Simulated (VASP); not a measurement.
Wanted: the native input for a VASP 6.6.1 run.

- Task: single point
- Functional: PBE
- Potentials or basis: VASP PAW PBE potentials, release 64 (Mg, B)
- Cutoff: 520 eV
- k mesh: 6 × 6 × 4
- Occupations: gaussian, width 0.1 eV
- Spin: no spin polarisation
- Dipole correction: no
- Further INCAR settings: ALGO = Normal; EDIFF = 1e-07; NBANDS = 14

The structure of Mg2B3 lies in POSCAR:

```
Mg2B3
1.0
    3.9130684300      0.0000000000      0.0000000000
   -1.9565342200      3.3888166700      0.0000000000
    0.0000000000      0.0000000000      5.3116199300
Mg B
2 3
Direct
    0.3333333300      0.6666666700      0.5000000000
    0.6666666700      0.3333333300      0.5000000000
    0.0000000000      0.0000000000      0.7048169300
    0.0000000000      0.0000000000      0.2951830700
    0.0000000000      0.0000000000      0.0000000000
```

One way to write it, as run:

INCAR

```
PREC = Accurate
ENCUT = 520
EDIFF = 1E-7
ISMEAR = 0
SIGMA = 0.1
LREAL = False
LASPH = True
NELM = 100
ALGO = Normal
ISIF = 2
LWAVE = False
LCHARG = True
GGA = PE
LELF = True
LVHAR = True
NBANDS = 14
```

KPOINTS

```
regular mesh
0
Gamma
  6 6 4
```

Potentials or basis: VASP PAW PBE potentials, release 64 (Mg, B).

The run is started by

```bash
$ cat potpaw_PBE.64/Mg/POTCAR potpaw_PBE.64/B/POTCAR > POTCAR
$ mpirun -np 1 vasp_std > vasp.out
```

Results of the run:

| Item | Value |
| --- | --- |
| Pressure | 6.2 GPa |
| Largest force | 2.985 eV/Å |

Caveat: forces of over 1 eV/Å act on the atoms, so gaps and moduli don't describe the material at rest.

It took 20 s on 1 thread of Intel Xeon 6975P-C (shared host), peak memory 0.19 GiB.
